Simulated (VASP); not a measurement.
# Hf in VASP: single point with PBE+D3(BJ)

Aim: the single point of Hf with PBE+D3(BJ).

All numbers are computed with VASP 6.6.1; they aren't measurements. Logs are shortened: lines on timing, memory, paths and dates and some standing lists are left out, and cuts for length are marked.

## Step 1: The cell of the first run

The cell holds a slab with vacuum, 16 atoms: a = 6.340 Å, b = 6.340 Å, c = 23.530 Å, α = 90.00°, β = 90.00°, γ = 120.00°.

## Step 2: Single point, PBE+D3(BJ)

Contents of INCAR:

```
SYSTEM = Hf
  PREC = Accurate
  ENCUT = 520
  EDIFF = 1E-6
  ISMEAR = 0
  SIGMA = 0.1
  LREAL = Auto
  LASPH = .True.
  NELM = 80
  ALGO = Normal
  ISIF = 2
  LWAVE = .False.
  LCHARG = .False.
  LDIPOL = .True.
  IDIPOL = 3
  DIPOL = 0.5 0.5 0.501
  GGA = PE
  IVDW = 12
  NBANDS = 94
```

Contents of KPOINTS:

```
Automatic mesh
0
Gamma
  4 4 1
  0 0 0
```

Contents of POSCAR:

```
Hf
1.0
    6.3396999943      0.0000000000      0.0000000000
   -3.1698499972      5.4903412475      0.0000000000
    0.0000000000      0.0000000000     23.5295434703
Hf
16
Direct
    0.3333333333      0.1666666667      0.3399980969
    0.3333333333      0.6666666667      0.3399980969
    0.8333333333      0.1666666667      0.3399980969
    0.8333333333      0.6666666667      0.3399980969
    0.1666666667      0.3333333333      0.4466660323
    0.1666666667      0.8333333333      0.4466660323
    0.6666666667      0.3333333333      0.4466660323
    0.6666666667      0.8333333333      0.4466660323
    0.3333333333      0.1666666667      0.5572518034
    0.3333333333      0.6666666667      0.5572518034
    0.8333333333      0.1666666667      0.5572518034
    0.8333333333      0.6666666667      0.5572518034
    0.1666666667      0.3333333333      0.6584899025
    0.1666666667      0.8333333333      0.6584899025
    0.6666666667      0.3333333333      0.6584899025
    0.6666666667      0.8333333333      0.6584899025
```

Potentials or basis: VASP PAW PBE potentials, release 64 (Hf_pv).

The run is started by

```console
cat potpaw_PBE.64/Hf_pv/POTCAR > POTCAR
mpirun -np 1 vasp_std > vasp.out
```

OUTCAR:

```text
SYSTEM = Hf
   PREC = Accurate
   ENCUT = 520
   EDIFF = 1E-6
   ISMEAR = 0
   LREAL = Auto
   LASPH = .True.
   NELM = 80
   ISIF = 2
   GGA = PE
   IVDW = 12
 IVDW          = 12

 ion  position               nearest neighbor table
   1  0.333  0.167  0.340-   5 3.11   7 3.11   6 3.11   3 3.17   3 3.17   4 3.17   4 3.17   2 3.17
                             2 3.17
   2  0.333  0.667  0.340-   6 3.11   8 3.11   5 3.11   4 3.17   4 3.17   3 3.17   3 3.17   1 3.17
                             1 3.17
   3  0.833  0.167  0.340-   7 3.11   5 3.11   8 3.11   1 3.17   1 3.17   2 3.17   2 3.17   4 3.17
                             4 3.17
   4  0.833  0.667  0.340-   8 3.11   6 3.11   7 3.11   2 3.17   2 3.17   1 3.17   1 3.17   3 3.17
                             3 3.17
   5  0.167  0.333  0.447-   1 3.11   3 3.11   2 3.11   7 3.17   7 3.17   8 3.17   8 3.17   6 3.17
                             6 3.17   9 3.18  11 3.18  10 3.18
   6  0.167  0.833  0.447-   2 3.11   4 3.11   1 3.11   8 3.17   8 3.17   7 3.17   7 3.17   5 3.17
                             5 3.17  10 3.18  12 3.18   9 3.18
   7  0.667  0.333  0.447-   3 3.11   1 3.11   4 3.11   5 3.17   5 3.17   6 3.17   6 3.17   8 3.17
                             8 3.17  11 3.18   9 3.18  12 3.18
   8  0.667  0.833  0.447-   4 3.11   2 3.11   3 3.11   6 3.17   6 3.17   5 3.17   5 3.17   7 3.17
                             7 3.17  12 3.18  10 3.18  11 3.18
   9  0.333  0.167  0.557-  13 3.00  15 3.00  14 3.00  11 3.17  11 3.17  12 3.17  12 3.17  10 3.17
[... 22 lines left out ...]
 A1 = (   6.3396999943,   0.0000000000,   0.0000000000)
 A2 = (  -3.1698499972,   5.4903412475,   0.0000000000)
 A3 = (   0.0000000000,   0.0000000000,  23.5295434703)

Analysis of symmetry for initial positions (statically):
=====================================================================
 Subroutine PRICEL returns following result:

  LATTYP: Found a hexagonal cell.
 ALAT       =     3.1698499972
 C/A-ratio  =     7.4229201670

  Lattice vectors:

 A1 = (   3.1698499972,   0.0000000000,   0.0000000000)
 A2 = (  -1.5849249986,   2.7451706237,   0.0000000000)
 A3 = (   0.0000000000,   0.0000000000,  23.5295434703)

   4 primitive cells build up your supercell.

 Routine SETGRP: Setting up the symmetry group for a
 hexagonal supercell.

 Subroutine GETGRP returns: Found  6 space group operations
 (whereof  6 operations were pure point group operations)
 out of a pool of 24 trial point group operations.

The static configuration has the point symmetry C_3v.

Analysis of symmetry for dynamics (positions and initial velocities):
=====================================================================
 Subroutine PRICEL returns following result:

  LATTYP: Found a hexagonal cell.
 ALAT       =     3.1698499972
 C/A-ratio  =     7.4229201670

  Lattice vectors:

 A1 = (   3.1698499972,   0.0000000000,   0.0000000000)
 A2 = (  -1.5849249986,   2.7451706237,   0.0000000000)
 A3 = (   0.0000000000,   0.0000000000,  23.5295434703)

   4 primitive cells build up your supercell.

 Routine SETGRP: Setting up the symmetry group for a
 hexagonal supercell.

 Subroutine GETGRP returns: Found  6 space group operations
 (whereof  6 operations were pure point group operations)
 out of a pool of 24 trial point group operations.

The dynamic configuration has the point symmetry C_3v.

 Subroutine INISYM returns: Found  6 space group operations
 (whereof  6 operations are pure point group operations),
 and found     4 'primitive' translations

----------------------------------------------------------------------------------------

                                     Primitive cell

  volume of cell :     204.7489

  direct lattice vectors                    reciprocal lattice vectors
     3.169849997  0.000000000  0.000000000     0.315472341  0.182138041  0.000000000
    -1.584924999  2.745170624  0.000000000     0.000000000  0.364276082  0.000000000
     0.000000000  0.000000000 23.529543470     0.000000000  0.000000000  0.042499762

  length of vectors
     3.169849997  3.169849997 23.529543470     0.364276082  0.364276082  0.042499762

  position of ions in fractional coordinates (direct lattice)
     0.666666667  0.333333333  0.339998097
     0.333333333  0.666666667  0.446666032
     0.666666667  0.333333333  0.557251803
     0.333333333  0.666666667  0.658489903

  ion indices of the primitive-cell ions
   primitive index   ion index
                 1           1
                 2           5
                 3           9
                 4          13

----------------------------------------------------------------------------------------

 KPOINTS: Automatic mesh

Automatic generation of k-mesh.
 Grid dimensions read from file:
 generate k-points for:    4    4    1

 Generating k-lattice:

  Cartesian coordinates                     Fractional coordinates (reciprocal lattice)
     0.039434043  0.022767255  0.000000000     0.250000000  0.000000000  0.000000000
     0.000000000  0.045534510  0.000000000     0.000000000  0.250000000  0.000000000
     0.000000000  0.000000000  0.042499762     0.000000000  0.000000000  1.000000000

  Length of vectors
     0.045534510  0.045534510  0.042499762

  Shift w.r.t. Gamma in fractional coordinates (k-lattice)
     0.000000000  0.000000000  0.000000000

 Subroutine IBZKPT returns following result:
 ===========================================

 Found      4 irreducible k-points:

 Following reciprocal coordinates:
            Coordinates               Weight
  0.000000  0.000000  0.000000      1.000000
  0.250000 -0.000000  0.000000      6.000000
  0.500000 -0.000000  0.000000      3.000000
  0.250000  0.250000  0.000000      6.000000
   k-points           NKPTS =      4   k-points in BZ     NKDIM =      4   number of bands    NBANDS=     94
   number of dos      NEDOS =    301   number of ions     NIONS =     16
   total plane-waves  NPLWV = 414720
   dimension x,y,z NGX =    48 NGY =   48 NGZ =  180
   dimension x,y,z NGXF=    96 NGYF=   96 NGZF=  360
   ions per type =              16
   NGX,Y,Z   is equivalent  to a cutoff of  12.59, 12.59, 12.72 a.u.
   NGXF,Y,Z  is equivalent  to a cutoff of  25.17, 25.17, 25.44 a.u.
 SYSTEM =  Hf
   PREC   = accura    normal or accurate (medium, high low for compatibility)
   ISTART =      0    job   : 0-new  1-cont  2-samecut
   ICHARG =      2    charge: 1-file 2-atom 10-const
   ISPIN  =      1    spin polarized calculation?
   LNONCOLLINEAR =      F non collinear calculations
   LSORBIT =      F    spin-orbit coupling
   LASPH  =      T    aspherical Exc in radial PAW
   ENCUT  =  520.0 eV  38.22 Ry    6.18 a.u.  11.79 11.79 43.75*2*pi/ulx,y,z
   NELM   =     80;   NELMIN=  2; NELMDL= -5     # of ELM steps
   EDIFF  = 0.1E-05   stopping-criterion for ELM
   LREAL  =      T    real-space projection
   EDIFFG = 0.1E-04   stopping-criterion for IOM
   NSW    =      0    number of steps for IOM
   IBRION =     -1    ionic relax: 0-MD 1-quasi-New 2-CG
   NFREE  =      0    steps in history (QN), initial steepest desc. (CG)
   ISIF   =      2    stress and relaxation
   ISYM   =      2    0-nonsym 1-usesym 2-fastsym
   POTIM  = 0.5000    time-step for ionic-motion
   TEBEG  =    0.0;   TEEND  =   0.0 temperature during run
   PSTRESS=    0.0 pullay stress
   NELECT =     160.0000    total number of electrons
   NUPDOWN=      -1.0000    fix difference up-down
   EMIN   =  10.00;   EMAX   =-10.00  energy-range for DOS
   EFERMI =   0.00;   METHOD = LEGACY
   ISMEAR =     0;   SIGMA  =   0.10  broadening in eV -4-tet -1-fermi 0-gaus
   EFERMI_NEDOS =   21; number of points for ismear=-14 and -15
   IALGO  =     38    algorithm
   IMIX   =      4    mixing-type and parameters
     AMIX     =   0.40;   BMIX     =  1.00
     AMIX_MAG =   1.60;   BMIX_MAG =  1.00
  volume/ion in A,a.u.               =      51.19       345.43
  Fermi-wavevector in a.u.,A,eV,Ry     =   0.949921  1.795091 12.277225  0.902351
  Thomas-Fermi vector in A             =   2.078250
   LORBIT       =      0    0 simple, 1 ext, 2 COOP (PROOUT), +10 PAW based schemes
   GGA     = PE    functional components
   LHFCALC =     F    Hartree Fock is set to
   AEXX    =    0.0000 exact exchange contribution
   IVDW    =    12    specifies the selected vdW correction
   LEPSILON=     F    determine dielectric tensor
   LRPA    =     F    only Hartree local field effects (RPA)
 non-spin polarized calculation
 Gauss-broadening in eV      SIGMA  =   0.10
  energy-cutoff  :      520.00
  volume of cell :      819.00
 maximum number of plane-waves:     22080
 NGX is ok and might be reduce to    48
   NGX = 23   NGY = 23   NGZ = 87

 dipolmoment           0.000000      0.000000      0.008819 electrons x Angstroem

 number of electron     160.0000009 magnetization

 dipolmoment           0.000000      0.000000     -0.013432 electrons x Angstroem

 Free energy of the ion-electron system (eV)
  ---------------------------------------------------
  ext. energy  EPLUGINS =         0.00000000
  ---------------------------------------------------
  free energy    TOTEN  =      -151.16983846 eV

  energy without entropy =     -151.02912948  energy(sigma->0) =     -151.09948397

 E-fermi :  -0.2070     XC(G=0):  -5.7546

 val. band max:       -0.2123988962   @ k =   0.5000  -0.0000   0.0000
 cond. band min:      -0.2051057598   @ k =   0.2500   0.2500   0.0000
 fundamental gap:      0.0072931363
 Fermi energy:        -0.2070336474

 k-point     1 :       0.0000    0.0000    0.0000
  band No.  band energies     occupation
      1     -31.3202      2.00000
      2     -31.3202      2.00000
      3     -31.3202      2.00000
      4     -31.2867      2.00000
      5     -31.2702      2.00000
      6     -31.2702      2.00000
[... 369 lines left out ...]
     91       0.4687      0.00000
     92       0.4956      0.00000
 [bands above 92 left out]

------------------------ aborting loop because EDIFF is reached ----------------------------------------

 vacuum level on the upper side and lower side of the slab       (xc-potential included)        -0.135        -0.100

 Edisp (eV)   -5.37077

 E8    (eV) :    -2.9703

  FORCE on cell =-STRESS in cart. coord.  units (eV):
  Direction    XX          YY          ZZ          XY          YZ          ZX
  --------------------------------------------------------------------------------------
  -------------------------------------------------------------------------------------
  Total      -8.12239    -8.12239    -7.02650     0.00000     0.00000    -0.00000
  in kB     -15.88959   -15.88959   -13.74574     0.00000     0.00000    -0.00000
  external pressure =      -15.17 kB  Pullay stress =        0.00 kB

 VOLUME and BASIS-vectors are now :
 -----------------------------------------------------------------------------
  energy-cutoff  :      520.00
  volume of cell :      819.00
      direct lattice vectors                 reciprocal lattice vectors
     6.339699994  0.000000000  0.000000000     0.157736171  0.091069021  0.000000000
    -3.169849997  5.490341247  0.000000000     0.000000000  0.182138041  0.000000000
     0.000000000  0.000000000 23.529543470     0.000000000  0.000000000  0.042499762

 POSITION                                       TOTAL-FORCE (eV/Angst)
 -----------------------------------------------------------------------------------
      1.58492      0.91506      8.00000        -0.000000      0.000000      0.647547
     -0.00000      3.66023      8.00000        -0.000000      0.000000      0.647547
      4.75477      0.91506      8.00000        -0.000000     -0.000000      0.647547
      3.16985      3.66023      8.00000         0.000000      0.000000      0.647547
      0.00000      1.83011     10.50985        -0.000000      0.000000     -0.632211
     -1.58492      4.57528     10.50985        -0.000000     -0.000000     -0.632211
[... 8 lines left out ...]
      3.16985      1.83011     15.49397         0.000000     -0.000000     -0.027113
      1.58492      4.57528     15.49397         0.000000     -0.000000     -0.027113
 -----------------------------------------------------------------------------------
    total drift:                                0.000000      0.000000      0.005130

  FREE ENERGIE OF THE ION-ELECTRON SYSTEM (eV)
  ---------------------------------------------------
  free  energy   TOTEN  =      -156.5406103401 eV

  energy  without entropy=     -156.3999013584  energy(sigma->0) =     -156.47025585

 vacuum level on the upper side and lower side of the slab         4.126         4.111
```

Wall time 18 min (1 thread of Intel Xeon 6975P-C (Granite Rapids), shared host); peak memory 0.87 GiB.

Results:

```
Free energy                : -156.5406 eV
Largest force              : 0.648 eV/Å
Band gap on the k mesh     : zero (bands 80 and 81 overlap by 0.82 eV)
Dispersion energy per atom : -0.336 eV
```

Forces on the atoms (eV/Å):
```
Hf   0.000  0.000  0.648
Hf   0.000  0.000  0.648
Hf   0.000  0.000  0.648
Hf   0.000  0.000  0.648
Hf   0.000  0.000 -0.632
Hf   0.000  0.000 -0.632
Hf   0.000  0.000 -0.632
Hf   0.000  0.000 -0.632
Hf   0.000  0.000  0.012
Hf   0.000  0.000  0.012
Hf   0.000  0.000  0.012
Hf   0.000  0.000  0.012
Hf   0.000  0.000 -0.027
Hf   0.000  0.000 -0.027
Hf   0.000  0.000 -0.027
Hf   0.000  0.000 -0.027
```

Caveat: spin-orbit coupling is left out, which moves the levels of the heavy elements.
